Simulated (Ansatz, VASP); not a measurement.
**VO2: VASP beside Ansatz**

The input INCAR:

```
SYSTEM = VO2
PREC     = Accurate       ! precision mode
ENCUT    = 600            ! plane-wave cutoff, eV
EDIFF    = 1E-6           ! SCF threshold, eV
ISMEAR   = 0              ! smearing method
SIGMA    = 0.1            ! smearing width, eV
LREAL    = .False.        ! projectors in reciprocal space
LASPH    = .True.         ! aspherical terms in the spheres
NELM     = 200            ! most SCF steps
ALGO     = Normal         ! electronic algorithm
ISIF     = 2              ! what is computed and relaxed
LWAVE    = .False.        ! write WAVECAR
LCHARG   = .False.        ! write CHGCAR
ISPIN    = 2              ! spin polarisation
MAGMOM   = 0.92 0.92 0 0 0 0 ! initial moments
LORBIT   = 11             ! projections on sites
LMAXMIX  = 4              ! l up to which the mixer works
GGA      = PS             ! functional
NBANDS   = 38             ! bands
GGA_COMPAT= .False.      
KPAR     = 4
```

The input KPOINTS:

```
regular mesh
0
Gamma
  8 12 8
  0 0 0
```

POSCAR

```
VO2
1.0
    4.5818077882      0.0000000000      0.0726099180
    0.0000000000      2.8383342581      0.0000000000
   -0.0721984834      0.0000000000      4.5843153238
V O
2 4
Direct
    0.0000000000      0.0000000000      0.0000000000
    0.5000000000      0.5000000000      0.5000000000
    0.7998225167      0.5000000000      0.1998137912
    0.2001774833      0.5000000000      0.8001862088
    0.7001915453      0.0000000000      0.6998119825
    0.2998084547      0.0000000000      0.3001880175
```

Input for Ansatz:

```yaml
crystal:
  lattice:
    - [4.5818077882, 0.0, 0.072609918]
    - [0.0, 2.8383342581, 0.0]
    - [-0.0721984834, 0.0, 4.5843153238]
  atoms:
    - { symbol: V, position: [0.0, 0.0, 0.0], spin: 0.92 }
    - { symbol: V, position: [0.5, 0.5, 0.5], spin: 0.92 }
    - { symbol: O, position: [0.7998225167, 0.5, 0.1998137912] }
    - { symbol: O, position: [0.2001774833, 0.5, 0.8001862088] }
    - { symbol: O, position: [0.7001915453, 0.0, 0.6998119825] }
    - { symbol: O, position: [0.2998084547, 0.0, 0.3001880175] }
basis:
  ecutwfc: 420
kpoints:
  mp_grid: { grid: [8, 12, 8] }
  band_path:
    path:
      - [[0.0, 0.0, 0.0], [-0.5, 0.0, -4.922e-05], [-0.5, 0.0, -0.50004922], [0.0, 0.0, -0.5], [0.0, 0.0, 0.0], [0.0, -0.5, 0.0], [-0.5, -0.5, -4.922e-05], [-0.5, -0.5, -0.50004922], [0.0, -0.5, -0.5], [0.0, -0.5, 0.0]]
      - [[-0.5, 0.0, -4.922e-05], [-0.5, -0.5, -4.922e-05]]
      - [[0.0, 0.0, -0.5], [0.0, -0.5, -0.5]]
      - [[-0.5, 0.0, -0.50004922], [-0.5, -0.5, -0.50004922]]
    npoints: 14
hamiltonian:
  xc: pbesol
scf:
  occupations: { method: gaussian, width: 0.1 }
  n_extra_bands: 15
output:
  forces: true
  stress: true
  eigenvalues: true
  populations: true
  dos: { projected: true, de: 0.02, nscf_kmesh: { grid: [12, 18, 12] } }
  bader: true
  write_density: true
  write_potential: true
  elf: true
  volumetric_format: npy
magnetization:
  spin_polarized: true
```

Alike in both runs: task single point; functional PBEsol; k mesh 8 × 12 × 8; occupations gaussian, width 0.1 eV; collinear spin.

|  | VASP | Ansatz |
| --- | --- | --- |
| version | VASP 6.6.1 | Ansatz 0.2.0 |
| potentials or method | VASP PAW PBE potentials, release 64 (V_sv, O), cutoff 600 eV | scalar-relativistic, plane waves, PAW |
| valence electrons in the cell | 50 | 50 |

VASP gave:

```
gap on the k mesh at the Fermi level (eV)                     : none
pressure (GPa)                                                : -7.6
traceless stress, the component that is largest in VASP (GPa) : -0.73
rms of the force components (eV/Å)                            : 0.018
net moment per atom (μB)                                      : 0.33
size of the moment on the site where the two differ most (μB) : 1.03
```

What did Ansatz give for the same quantities?

gap on the k mesh at the Fermi level (eV): none; pressure (GPa): -8.0; traceless stress, the component that is largest in VASP (GPa): -0.96; rms of the force components (eV/Å): 0.029; net moment per atom (μB): 0.33; size of the moment on the site where the two differ most (μB): 0.82.

VASP's potentials were made for PBE, not for PBEsol. Site moments also hang on the region over which each program counts them. Atom by atom the forces differ by 0.011 eV/Å (rms over components). A gap of «none» marks a metal or a gap that the smearing closes. The functional is the same, so the differences come from potentials, cutoffs and numerics.
